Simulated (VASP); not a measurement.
# Al2GaN3 (Cm) in VASP: a series of runs, part 3 of 3

VASP 6.6.1.

## 5. Single point, PBEsol

This run uses another cell than the first one, of 10.28 Å³/atom.

Input file INCAR:

```
SYSTEM = Al2GaN3
  ALGO = Normal
  EDIFF = 1E-6
  ENCUT = 520
  GGA = PS
  ISIF = 2
  ISMEAR = 0
  LASPH = .TRUE.
  LCHARG = .FALSE.
  LREAL = .FALSE.
  LWAVE = .FALSE.
  NBANDS = 46
  NELM = 80
  PREC = Accurate
  SIGMA = 0.02
```

Input file KPOINTS:

```
k-points
0
G
  8 8 4
  0 0 0
```

Input file POSCAR:

```
Al2GaN3
1.0
    5.6513989993     -1.5448937772      0.0043263677
    5.6513989993      1.5448937772      0.0043263677
   -1.8616166682      0.0000000000      7.0654121371
Al Ga N
4 2 6
Direct
    0.9443293397      0.9443293397      0.3891241941
    0.8890507219      0.8890507219      0.7764720599
    0.2233818871      0.2233818871      0.4444369220
    0.5540322793      0.5540322793      0.1130458980
    0.2770374067      0.2770374067      0.0576584276
    0.6096002744      0.6096002744      0.7217556740
    0.1474079943      0.1474079943      0.1851207585
    0.4815395355      0.4815395355      0.8526552049
    0.8183494947      0.8183494947      0.5150217731
    0.7643908610      0.7643908610      0.9016983380
    0.0953698576      0.0953698576      0.5646920001
    0.4308753478      0.4308753478      0.2431197397
```

Potentials or basis: VASP PAW PBE potentials, release 64 (Al, Ga_d, N).

Run with:

```
$ cat potpaw_PBE.64/Al/POTCAR potpaw_PBE.64/Ga_d/POTCAR potpaw_PBE.64/N/POTCAR > POTCAR
$ mpirun -np 1 vasp_std > vasp.out
```

OUTCAR:

```text
SYSTEM = Al2GaN3
   EDIFF = 1E-6
   ENCUT = 520
   GGA = PS
   ISIF = 2
   ISMEAR = 0
   LASPH = .TRUE.
   LREAL = .FALSE.
   NELM = 80
   PREC = Accurate

 ion  position               nearest neighbor table
   1  0.944  0.944  0.389-  11 1.86  12 1.86  12 1.86   9 1.88   4 3.04   4 3.04   2 3.05   3 3.05
                             3 3.05   3 3.08   6 3.08   6 3.08   5 3.08   5 3.08
   2  0.889  0.889  0.776-  10 1.86   8 1.87   8 1.87   9 1.87   6 3.04   6 3.04   1 3.05   3 3.08
                             3 3.08   6 3.08   5 3.09   5 3.09   4 3.10   4 3.10
   3  0.223  0.223  0.444-   7 1.87  11 1.87   9 1.88   9 1.88   5 3.04   1 3.05   1 3.05   1 3.08
                             6 3.08   6 3.08   2 3.08   2 3.08   4 3.09   4 3.09
   4  0.554  0.554  0.113-   7 1.87   7 1.87   8 1.87  12 1.87   1 3.04   1 3.04   5 3.05   5 3.07
                             5 3.07   6 3.08   3 3.09   3 3.09   2 3.10   2 3.10
   5  0.277  0.277  0.058-  10 1.90  10 1.90  12 1.91   7 1.93   3 3.04   4 3.05   4 3.07   4 3.07
                             1 3.08   1 3.08   2 3.09   2 3.09
   6  0.610  0.610  0.722-  10 1.90  11 1.91  11 1.91   8 1.93   2 3.04   2 3.04   3 3.08   3 3.08
                             1 3.08   1 3.08   4 3.08   2 3.08
   7  0.147  0.147  0.185-   4 1.87   4 1.87   3 1.87   5 1.93
   8  0.482  0.482  0.853-   2 1.87   2 1.87   4 1.87   6 1.93
   9  0.818  0.818  0.515-   2 1.87   3 1.88   3 1.88   1 1.88
  10  0.764  0.764  0.902-   2 1.86   6 1.90   5 1.90   5 1.90
  11  0.095  0.095  0.565-   1 1.86   3 1.87   6 1.91   6 1.91
  12  0.431  0.431  0.243-   1 1.86   1 1.86   4 1.87   5 1.91

  LATTYP: Found a base centered monoclinic cell.
 ALAT       =    11.3028013106
 B/A-ratio  =     0.2733647588
 C/A-ratio  =     0.6464370449
 COS(beta)  =    -0.2540470409

  Lattice vectors:

 A1 = (   5.6513989993,  -1.5448937772,   0.0043263677)
 A2 = (   5.6513989993,   1.5448937772,   0.0043263677)
 A3 = (  -1.8616166682,   0.0000000000,   7.0654121371)

Analysis of symmetry for initial positions (statically):
=====================================================================
 Subroutine PRICEL returns:
 Original cell was already a primitive cell.

 Routine SETGRP: Setting up the symmetry group for a
 base centered monoclinic supercell.

 Subroutine GETGRP returns: Found  2 space group operations
 (whereof  2 operations were pure point group operations)
 out of a pool of  4 trial point group operations.

The static configuration has the point symmetry C_1h.

Analysis of symmetry for dynamics (positions and initial velocities):
=====================================================================
 Subroutine PRICEL returns:
 Original cell was already a primitive cell.

 Routine SETGRP: Setting up the symmetry group for a
 base centered monoclinic supercell.

 Subroutine GETGRP returns: Found  2 space group operations
 (whereof  2 operations were pure point group operations)
 out of a pool of  4 trial point group operations.

The dynamic configuration has the point symmetry C_1h.

 Subroutine INISYM returns: Found  2 space group operations
 (whereof  2 operations are pure point group operations),
 and found     1 'primitive' translations

----------------------------------------------------------------------------------------

                                     Primitive cell

  volume of cell :     123.3984

  direct lattice vectors                    reciprocal lattice vectors
     5.651398999 -1.544893777  0.004326368     0.088455826 -0.323646847  0.023306615
[... 90 lines left out ...]
   total plane-waves  NPLWV = 124416
   dimension x,y,z NGX =    48 NGY =   48 NGZ =   54
   dimension x,y,z NGXF=    96 NGYF=   96 NGZF=  108
   ions per type =               4   2   6
   NGX,Y,Z   is equivalent  to a cutoff of  13.62, 13.62, 12.29 a.u.
   NGXF,Y,Z  is equivalent  to a cutoff of  27.24, 27.24, 24.57 a.u.
 SYSTEM =  Al2GaN3
   PREC   = accura    normal or accurate (medium, high low for compatibility)
   ISTART =      0    job   : 0-new  1-cont  2-samecut
   ICHARG =      2    charge: 1-file 2-atom 10-const
   ISPIN  =      1    spin polarized calculation?
   LNONCOLLINEAR =      F non collinear calculations
   LSORBIT =      F    spin-orbit coupling
   LASPH  =      T    aspherical Exc in radial PAW
   ENCUT  =  520.0 eV  38.22 Ry    6.18 a.u.  10.89 10.89 13.59*2*pi/ulx,y,z
   NELM   =     80;   NELMIN=  2; NELMDL= -5     # of ELM steps
   EDIFF  = 0.1E-05   stopping-criterion for ELM
   LREAL  =      F    real-space projection
[... 7 lines left out ...]
   TEBEG  =    0.0;   TEEND  =   0.0 temperature during run
   PSTRESS=    0.0 pullay stress
   NELECT =      68.0000    total number of electrons
   NUPDOWN=      -1.0000    fix difference up-down
   EMIN   =  10.00;   EMAX   =-10.00  energy-range for DOS
   EFERMI =   0.00;   METHOD = LEGACY
   ISMEAR =     0;   SIGMA  =   0.02  broadening in eV -4-tet -1-fermi 0-gaus
   EFERMI_NEDOS =   21; number of points for ismear=-14 and -15
   IALGO  =     38    algorithm
   IMIX   =      4    mixing-type and parameters
     AMIX     =   0.40;   BMIX     =  1.00
     AMIX_MAG =   1.60;   BMIX_MAG =  1.00
  volume/ion in A,a.u.               =      10.28        69.39
  Fermi-wavevector in a.u.,A,eV,Ry     =   1.342171  2.536336 24.509854  1.801423
  Thomas-Fermi vector in A             =   2.470346
   LORBIT       =      0    0 simple, 1 ext, 2 COOP (PROOUT), +10 PAW based schemes
   GGA     = PS    functional components
   LHFCALC =     F    Hartree Fock is set to
   AEXX    =    0.0000 exact exchange contribution
   IVDW    =     0    specifies the selected vdW correction
   LEPSILON=     F    determine dielectric tensor
   LRPA    =     F    only Hartree local field effects (RPA)
 non-spin polarized calculation
 Gauss-broadening in eV      SIGMA  =   0.02
  energy-cutoff  :      520.00
  volume of cell :      123.40
 maximum number of plane-waves:      3342
 NGX is ok and might be reduce to    48
   NGX = 21   NGY = 21   NGZ = 27

 number of electron      67.9999990 magnetization

 Free energy of the ion-electron system (eV)
  ---------------------------------------------------
  ext. energy  EPLUGINS =         0.00000000
  ---------------------------------------------------
  free energy    TOTEN  =       -88.64633391 eV

  energy without entropy =      -88.64633391  energy(sigma->0) =      -88.64633391

 E-fermi :   6.3132     XC(G=0): -11.6110

 val. band max:        6.2184841408   @ k =   0.0000   0.0000   0.0000
 cond. band min:       9.8521650701   @ k =   0.0000   0.0000   0.0000
 fundamental gap:      3.6336809292
 Fermi energy:         6.3132447538

 k-point     1 :       0.0000    0.0000    0.0000
  band No.  band energies     occupation
      1      -9.5663      2.00000
      2      -8.4801      2.00000
      3      -8.1541      2.00000
      4      -7.9381      2.00000
      5      -7.7354      2.00000
      6      -7.3365      2.00000
[... 1165 lines left out ...]
     45      15.7870      0.00000
     46      16.1502      0.00000

 [... further k-points ...]

------------------------ aborting loop because EDIFF is reached ----------------------------------------

  FORCE on cell =-STRESS in cart. coord.  units (eV):
  Direction    XX          YY          ZZ          XY          YZ          ZX
  --------------------------------------------------------------------------------------
  -------------------------------------------------------------------------------------
  Total        7.6928039      7.6578222      7.6656492      0.0000000      0.0000000     -0.0166922
  in kB       99.8816171     99.4274221     99.5290467      0.0000000      0.0000000     -0.2167272
  external PRESSURE =      99.6126953 kB  Pullay stress =       0.0000000 kB

 VOLUME and BASIS-vectors are now :
 -----------------------------------------------------------------------------
  energy-cutoff  :      520.00
  volume of cell :      123.40
      direct lattice vectors                 reciprocal lattice vectors
     5.651398999 -1.544893777  0.004326368     0.088455826 -0.323646847  0.023306615
     5.651398999  1.544893777  0.004326368     0.088455826  0.323646847  0.023306615
    -1.861616668  0.000000000  7.065412137    -0.000108328  0.000000000  0.141506018

 POSITION                                       TOTAL-FORCE (eV/Angst)
 -----------------------------------------------------------------------------------
      9.94916      0.00000      2.75749         0.002282      0.000000     -0.002936
      8.60327      0.00000      5.49379         0.001174      0.000000     -0.003199
      1.69747      0.00000      3.14206         0.003636      0.000000      0.001571
      6.05167      0.00000      0.80351         0.001816      0.000000     -0.001843
      3.02396      0.00000      0.40978         0.003852      0.000000     -0.006233
      5.54656      0.00000      5.10478         0.006262      0.000000     -0.002781
      1.32150      0.00000      1.30923         0.009547      0.000000     -0.007360
      3.85543      0.00000      6.02853         0.013058      0.000000     -0.005616
      8.29087      0.00000      3.64592        -0.000570      0.000000      0.000710
      6.96114      0.00000      6.37748        -0.020875      0.000000      0.011890
      0.02671      0.00000      3.99061        -0.004962      0.000000      0.022630
      4.41750      0.00000      1.72147        -0.015220      0.000000     -0.006833
 -----------------------------------------------------------------------------------
    total drift:                                0.000477      0.000000      0.000432

  FREE ENERGIE OF THE ION-ELECTRON SYSTEM (eV)
  ---------------------------------------------------
  free  energy   TOTEN  =       -88.6463339111 eV

  energy  without entropy=      -88.6463339111  energy(sigma->0) =      -88.64633391
```

Run time: 18 min. Hardware: 1 thread of Oxide Virtual Turin-like, shared host; peak memory 0.54 GiB.

Results:

```yaml
Free_energy: -88.6463 eV
Pressure: 10.0 GPa
Largest_force: 0.024 eV/Å
Band_gap_on_the_k_mesh: 3.63 eV
```

Forces on the atoms (eV/Å):
```
Al   0.002  0.000 -0.003
Al   0.001  0.000 -0.003
Al   0.004  0.000  0.002
Al   0.002  0.000 -0.002
Ga   0.004  0.000 -0.006
Ga   0.006  0.000 -0.003
N    0.010  0.000 -0.007
N    0.013  0.000 -0.006
N   -0.001  0.000  0.001
N   -0.021  0.000  0.012
N   -0.005  0.000  0.023
N   -0.015  0.000 -0.007
```

Caveat: the cell stands under pressure; the PAW data sets were made with another functional, which shifts forces and pressure a little. A k mesh can miss the band edges.

## 6. The runs side by side

| cell | gap on the mesh (eV) | pressure (GPa) | largest force (eV/Å) |
| --- | --- | --- | --- |
| a = 5.834, b = 5.834, c = 7.495 Å, angles 103.8, 103.8, 30.5°, 12 atoms, atomic positions A | 3.40 | 6.0 | 0.41 |
| a = 5.834, b = 5.834, c = 7.515 Å, angles 103.9, 103.9, 30.5°, 12 atoms, atomic positions B | 3.37 | 5.3 | 0.02 |
| a = 5.779, b = 5.779, c = 7.210 Å, angles 104.1, 104.1, 30.6°, 12 atoms, atomic positions A | 3.94 | 20.0 | 0.03 |
| a = 5.859, b = 5.859, c = 7.307 Å, angles 104.2, 104.2, 30.6°, 12 atoms, atomic positions A | 3.63 | 10.0 | 0.02 |

Alike in all rows: task single point; level PBEsol; potentials or basis VASP PAW PBE potentials, release 64 (Al, Ga_d, N); no spin polarisation; k mesh 8 × 8 × 4; cutoff (eV) 520; smearing gaussian 0.02 eV.

Caveats: the cell stands under pressure; the PAW data sets were made with another functional, which shifts forces and pressure a little.

Absolute energies hang on the potentials; compare differences alone.
